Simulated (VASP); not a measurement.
# Ag (Cmcm) in VASP: further runs

The runs below take Ag through single point, with PBEsol.

All numbers are computed with VASP 6.6.1; they aren't measurements. Logs are shortened: lines on timing, memory, paths and dates and some standing lists are left out, and cuts for length are marked.

**1. The cell of the first run**

It takes space group Cmcm (No. 63, orthorhombic). The conventional cell has a = 3.225 Å, b = 4.561 Å, c = 4.561 Å, α = 90.00°, β = 90.00°, γ = 90.00°. Ag (site symmetry m2m) has 14 Ag at 2.79 to 3.52 Å within 3.7 Å.

**2. Single point, PBEsol**

The input, INCAR:

```
PREC = Accurate ; ENCUT = 520
EDIFF = 1E-7 ; ISMEAR = 0
SIGMA = 0.15 ; LREAL = F
LASPH = T ; NELM = 100
ALGO = Fast ; ISIF = 2
LWAVE = F ; LCHARG = F
GGA = PS ; NBANDS = 18
```

The input, KPOINTS:

```
regular mesh
0
Gamma
  22 22 14
```

The input, POSCAR:

```
Ag
1.0
   -1.6125573273      1.6125573273      1.6125573273
    1.6125573273     -1.6125573273      1.6125573273
    3.2251146547      3.2251146547      0.0000000000
Ag
2
Direct
   -0.0438500244      0.0438500244      0.0000000000
    0.5438500244      0.4561499756      0.5000000000
```

Potentials or basis: VASP PAW PBE potentials, release 64 (Ag).

Launch:

```sh
> cat potpaw_PBE.64/Ag/POTCAR > POTCAR
> mpirun -np 1 vasp_std > vasp.out
```

OUTCAR:

```text
PREC = Accurate
   ENCUT = 520
   EDIFF = 1E-7
   ISMEAR = 0
   LREAL = F
   LASPH = T
   NELM = 100
   ISIF = 2
   GGA = PS

 ion  position               nearest neighbor table
   1  0.956  0.044  0.000-   2 2.82   2 2.82   2 2.82   2 2.82   2 2.96   2 2.96   2 3.52   2 3.52

   2  0.544  0.456  0.500-   1 2.82   1 2.82   1 2.82   1 2.82   1 2.96   1 2.96   1 3.52   1 3.52

  LATTYP: Found a base centered orthorhombic cell.
 ALAT       =     3.2251146546
 B/A-ratio  =     1.4142135624
 C/A-ratio  =     1.4142135624

  Lattice vectors:

 A1 = (  -1.6125573273,   1.6125573273,   1.6125573273)
 A2 = (   1.6125573273,  -1.6125573273,   1.6125573273)
 A3 = (   3.2251146547,   3.2251146547,   0.0000000000)

Analysis of symmetry for initial positions (statically):
=====================================================================
 Subroutine PRICEL returns:
 Original cell was already a primitive cell.

 Routine SETGRP: Setting up the symmetry group for a
 base centered orthorhombic supercell.

 Subroutine GETGRP returns: Found  8 space group operations
 (whereof  4 operations were pure point group operations)
 out of a pool of  8 trial point group operations.

The static configuration has the point symmetry C_2v.
 The point group associated with its full space group is D_2h.

Analysis of symmetry for dynamics (positions and initial velocities):
=====================================================================
 Subroutine PRICEL returns:
 Original cell was already a primitive cell.

 Routine SETGRP: Setting up the symmetry group for a
 base centered orthorhombic supercell.

 Subroutine GETGRP returns: Found  8 space group operations
 (whereof  4 operations were pure point group operations)
 out of a pool of  8 trial point group operations.

The dynamic configuration has the point symmetry C_2v.
 The point group associated with its full space group is D_2h.

 Subroutine INISYM returns: Found  8 space group operations
 (whereof  4 operations are pure point group operations),
 and found     1 'primitive' translations

----------------------------------------------------------------------------------------

                                     Primitive cell

  volume of cell :      33.5456

  direct lattice vectors                    reciprocal lattice vectors
    -1.612557327  1.612557327  1.612557327    -0.155033248  0.155033248  0.310066496
     1.612557327 -1.612557327  1.612557327     0.155033248 -0.155033248  0.310066496
     3.225114655  3.225114655  0.000000000     0.155033248  0.155033248  0.000000000

  length of vectors
     2.793031221  2.793031221  4.561000885     0.379752351  0.379752351  0.219250122

  position of ions in fractional coordinates (direct lattice)
     0.956149976  0.043850024  0.000000000
     0.543850024  0.456149976  0.500000000

  ion indices of the primitive-cell ions
   primitive index   ion index
                 1           1
                 2           2

----------------------------------------------------------------------------------------

 KPOINTS: regular mesh

Automatic generation of k-mesh.
 Grid dimensions read from file:
 generate k-points for:   22   22   14

 Generating k-lattice:

  Cartesian coordinates                     Fractional coordinates (reciprocal lattice)
    -0.007046966  0.007046966  0.014093932     0.045454545  0.000000000  0.000000000
     0.007046966 -0.007046966  0.014093932     0.000000000  0.045454545  0.000000000
     0.011073803  0.011073803  0.000000000     0.000000000  0.000000000  0.071428571

  Length of vectors
     0.017261470  0.017261470  0.015660723

  Shift w.r.t. Gamma in fractional coordinates (k-lattice)
     0.000000000  0.000000000  0.000000000

 Subroutine IBZKPT returns following result:
 ===========================================

 Found   1064 irreducible k-points:

 Following reciprocal coordinates:
            Coordinates               Weight
  0.000000  0.000000  0.000000      1.000000
  0.045455  0.000000  0.000000      4.000000
  0.090909  0.000000  0.000000      4.000000
  0.136364  0.000000  0.000000      4.000000
  0.181818  0.000000  0.000000      4.000000
  0.227273  0.000000  0.000000      4.000000
[... 16 lines left out ...]
  0.500000  0.045455  0.000000      4.000000
 -0.454545  0.045455  0.000000      4.000000
 [... further k-points ...]
   k-points           NKPTS =   1064   k-points in BZ     NKDIM =   1064   number of bands    NBANDS=     18
   number of dos      NEDOS =    301   number of ions     NIONS =      2
   total plane-waves  NPLWV =  20736
   dimension x,y,z NGX =    24 NGY =   24 NGZ =   36
   dimension x,y,z NGXF=    48 NGYF=   48 NGZF=   72
   ions per type =               2
   NGX,Y,Z   is equivalent  to a cutoff of  14.29, 14.29, 13.12 a.u.
   NGXF,Y,Z  is equivalent  to a cutoff of  28.57, 28.57, 26.24 a.u.
 SYSTEM =  unknown system
   PREC   = accura    normal or accurate (medium, high low for compatibility)
   ISTART =      0    job   : 0-new  1-cont  2-samecut
   ICHARG =      2    charge: 1-file 2-atom 10-const
   ISPIN  =      1    spin polarized calculation?
   LNONCOLLINEAR =      F non collinear calculations
   LSORBIT =      F    spin-orbit coupling
   LASPH  =      T    aspherical Exc in radial PAW
   ENCUT  =  520.0 eV  38.22 Ry    6.18 a.u.   5.19  5.19  8.48*2*pi/ulx,y,z
   NELM   =    100;   NELMIN=  2; NELMDL= -5     # of ELM steps
   EDIFF  = 0.1E-06   stopping-criterion for ELM
   LREAL  =      F    real-space projection
   EDIFFG = 0.1E-05   stopping-criterion for IOM
   NSW    =      0    number of steps for IOM
   IBRION =     -1    ionic relax: 0-MD 1-quasi-New 2-CG
   NFREE  =      0    steps in history (QN), initial steepest desc. (CG)
   ISIF   =      2    stress and relaxation
   ISYM   =      2    0-nonsym 1-usesym 2-fastsym
   POTIM  = 0.5000    time-step for ionic-motion
   TEBEG  =    0.0;   TEEND  =   0.0 temperature during run
   PSTRESS=    0.0 pullay stress
   NELECT =      22.0000    total number of electrons
   NUPDOWN=      -1.0000    fix difference up-down
   EMIN   =  10.00;   EMAX   =-10.00  energy-range for DOS
   EFERMI =   0.00;   METHOD = LEGACY
   ISMEAR =     0;   SIGMA  =   0.15  broadening in eV -4-tet -1-fermi 0-gaus
   EFERMI_NEDOS =   21; number of points for ismear=-14 and -15
   IALGO  =     68    algorithm
   IMIX   =      4    mixing-type and parameters
     AMIX     =   0.40;   BMIX     =  1.00
     AMIX_MAG =   1.60;   BMIX_MAG =  1.00
  volume/ion in A,a.u.               =      16.77       113.19
  Fermi-wavevector in a.u.,A,eV,Ry     =   1.422342  2.687836 27.525341  2.023056
  Thomas-Fermi vector in A             =   2.543056
   LORBIT       =      0    0 simple, 1 ext, 2 COOP (PROOUT), +10 PAW based schemes
   GGA     = PS    functional components
   LHFCALC =     F    Hartree Fock is set to
   AEXX    =    0.0000 exact exchange contribution
   IVDW    =     0    specifies the selected vdW correction
   LEPSILON=     F    determine dielectric tensor
   LRPA    =     F    only Hartree local field effects (RPA)
 non-spin polarized calculation
 RMM-DIIS sequential band-by-band and
 Gauss-broadening in eV      SIGMA  =   0.15
  energy-cutoff  :      520.00
  volume of cell :       33.55
 maximum number of plane-waves:       922
 NGX is ok and might be reduce to    24
   NGX = 11   NGY = 11   NGZ = 17

 number of electron      21.9999996 magnetization

 Free energy of the ion-electron system (eV)
  ---------------------------------------------------
  ext. energy  EPLUGINS =         0.00000000
  ---------------------------------------------------
  free energy    TOTEN  =        -6.55036588 eV

  energy without entropy =       -6.54355496  energy(sigma->0) =       -6.54696042

 E-fermi :   8.4630     XC(G=0): -12.5074

 val. band max:        8.4513151586   @ k =   0.4545   0.0455   0.5000
 cond. band min:       8.4652130729   @ k =   0.4091   0.1818   0.0714
 fundamental gap:      0.0138979143
 Fermi energy:         8.4629985323

 k-point     1 :       0.0000    0.0000    0.0000
  band No.  band energies     occupation
      1       0.5145      2.00000
      2       1.9542      2.00000
      3       2.7469      2.00000
      4       3.4274      2.00000
      5       3.6654      2.00000
      6       3.7017      2.00000
[... 10 lines left out ...]
     17      26.5795      0.00000
     18      26.9627      0.00000

 k-point     2 :       0.0455    0.0000    0.0000
  band No.  band energies     occupation
      1       0.5665      2.00000
      2       1.9847      2.00000
      3       2.7561      2.00000
      4       3.4390      2.00000
      5       3.6797      2.00000
      6       3.6942      2.00000
[... 10 lines left out ...]
     17      26.6352      0.00000
     18      26.8372      0.00000

 k-point     3 :       0.0909    0.0000    0.0000
  band No.  band energies     occupation
      1       0.7202      2.00000
      2       2.0704      2.00000
      3       2.7842      2.00000
      4       3.4592      2.00000
      5       3.6698      2.00000
      6       3.7387      2.00000
[... 10 lines left out ...]
     17      26.6179      0.00000
     18      26.7543      0.00000

 k-point     4 :       0.1364    0.0000    0.0000
  band No.  band energies     occupation
      1       0.9668      2.00000
      2       2.1924      2.00000
      3       2.8344      2.00000
      4       3.4656      2.00000
      5       3.6219      2.00000
      6       3.8708      2.00000
[... 375 lines left out ...]
      4       3.4941      2.00000
      5       3.8894      2.00000
      6       4.0956      2.00000
[... 10 lines left out ...]
     17      20.8137      0.00000
     18      25.9701      0.00000

 k-point    23 :       0.5000    0.0455    0.0000
  band No.  band energies     occupation
      1       2.2842      2.00000
      2       2.6634      2.00000
      3       2.6873      2.00000
      4       3.4632      2.00000
      5       3.8703      2.00000
      6       4.0759      2.00000
[... 10 lines left out ...]
     17      20.9766      0.00000
     18      25.9030      0.00000

 k-point    24 :      -0.4545    0.0455    0.0000
  band No.  band energies     occupation
      1       2.3103      2.00000
      2       2.6662      2.00000
      3       2.7188      2.00000
      4       3.4699      2.00000
      5       3.8013      2.00000
      6       3.9622      2.00000
[... 10 lines left out ...]
     17      21.2727      0.00000
     18      25.9422      0.00000

 [... further k-points ...]

------------------------ aborting loop because EDIFF is reached ----------------------------------------

  FORCE on cell =-STRESS in cart. coord.  units (eV):
  Direction    XX          YY          ZZ          XY          YZ          ZX
  --------------------------------------------------------------------------------------
  -------------------------------------------------------------------------------------
  Total        0.1058467      0.1058467     -0.2208161     -0.1490412      0.0000000      0.0000000
  in kB        5.0553620      5.0553620    -10.5464397     -7.1183855      0.0000000      0.0000000
  external PRESSURE =      -0.1452386 kB  Pullay stress =       0.0000000 kB

 VOLUME and BASIS-vectors are now :
 -----------------------------------------------------------------------------
  energy-cutoff  :      520.00
  volume of cell :       33.55
      direct lattice vectors                 reciprocal lattice vectors
    -1.612557327  1.612557327  1.612557327    -0.155033248  0.155033248  0.310066496
     1.612557327 -1.612557327  1.612557327     0.155033248 -0.155033248  0.310066496
     3.225114655  3.225114655  0.000000000     0.155033248  0.155033248  0.000000000

 POSITION                                       TOTAL-FORCE (eV/Angst)
 -----------------------------------------------------------------------------------
     -1.47114      1.47114      1.61256        -0.011390      0.011390      0.000000
      1.47114      1.75398      1.61256         0.011390     -0.011390      0.000000
 -----------------------------------------------------------------------------------
    total drift:                               -0.000000     -0.000000      0.000000

  FREE ENERGIE OF THE ION-ELECTRON SYSTEM (eV)
  ---------------------------------------------------
  free  energy   TOTEN  =        -6.5503658783 eV

  energy  without entropy=       -6.5435549560  energy(sigma->0) =       -6.54696042
```

It took 11 min on 1 thread of Intel Xeon 8259CL, shared host; peak memory 0.59 GiB.

What came out:

* Free energy: -6.5504 eV
* Pressure: 0.0 GPa
* Largest force: 0.016 eV/Å
* Band gap on the k mesh: zero (bands 11 and 12 overlap by 7.57 eV)

Forces in eV/Å, atoms in the order of the input:
```
Ag  -0.011  0.011  0.000
Ag   0.011 -0.011  0.000
```

Stress tensor (GPa, compression positive):
```
 0.51 -0.71  0.00
-0.71  0.51  0.00
 0.00  0.00 -1.05
```

Caveat: the PAW data sets were made with another functional, which shifts forces and pressure a little.

**3. Single point, PBEsol**

The input, INCAR:

```
  PREC = Accurate
  ENCUT = 520
  EDIFF = 1E-7
  ISMEAR = 0
  SIGMA = 0.15
  LREAL = F
  LASPH = T
  NELM = 100
  ALGO = Fast
  ISIF = 2
  LWAVE = F
  LCHARG = T
  GGA = PS
  LELF = T
  LVHAR = T
  NBANDS = 18
```

The input, KPOINTS:

```
Automatic mesh
0
Gamma
  22 22 14
```

The input, POSCAR:

```
Ag
1.0
   -1.6125573273      1.6125573273      1.6125573273
    1.6125573273     -1.6125573273      1.6125573273
    3.2251146547      3.2251146547      0.0000000000
Ag
2
Direct
    0.0219250122     -0.0219250122      0.0000000000
    0.4780749878      0.5219250122      0.5000000000
```

Potentials or basis: VASP PAW PBE potentials, release 64 (Ag).

Launch:

```sh
> cat potpaw_PBE.64/Ag/POTCAR > POTCAR
> mpirun -np 1 vasp_std > vasp.out
```

It took 9.5 min on 1 thread of Intel Xeon 8259CL, shared host; peak memory 0.59 GiB.

It converged, with:

| Quantity | Value |
| --- | --- |
| Free energy | -6.5489 eV |
| Pressure | -0.2 GPa |
| Largest force | 0.017 eV/Å |
| Band gap on the k mesh | zero (bands 11 and 12 overlap by 7.93 eV) |

Forces in eV/Å, atoms in the order of the input:
```
Ag  -0.012  0.012  0.000
Ag   0.012 -0.012  0.000
```

Stress tensor (GPa, compression positive):
```
-0.10 -0.28  0.00
-0.28 -0.10  0.00
 0.00  0.00 -0.40
```

Levels at points of the mesh, in eV from the Fermi level:
```tsv
k point	band 7	band 8	band 9	band 10	band 11	band 12	band 13	band 14	band 15	band 16
(0.00, 0.00, 0.00)	-3.66	-3.64	-3.59	-3.39	-2.57	-0.17	4.24	13.44	14.69	18.02
(0.50, 0.00, 0.00)	-4.06	-3.38	-3.34	-3.25	0.12	0.45	7.59	8.11	8.26	9.03
(0.50, 0.50, 0.00)	-2.88	-2.79	-2.75	-2.54	-0.06	4.10	6.89	7.05	7.07	12.93
(0.00, 0.00, 0.50)	-3.91	-3.91	-3.83	-3.83	-3.40	-3.40	12.15	12.15	15.70	15.70
(0.50, 0.00, 0.50)	-3.44	-3.44	-2.56	-2.56	-0.14	-0.14	4.22	4.22	13.48	13.48
(0.50, 0.50, 0.50)	-3.83	-3.83	-2.65	-2.65	3.12	3.12	5.05	5.05	10.22	10.22
```

Caveat: the PAW data sets were made with another functional, which shifts forces and pressure a little.
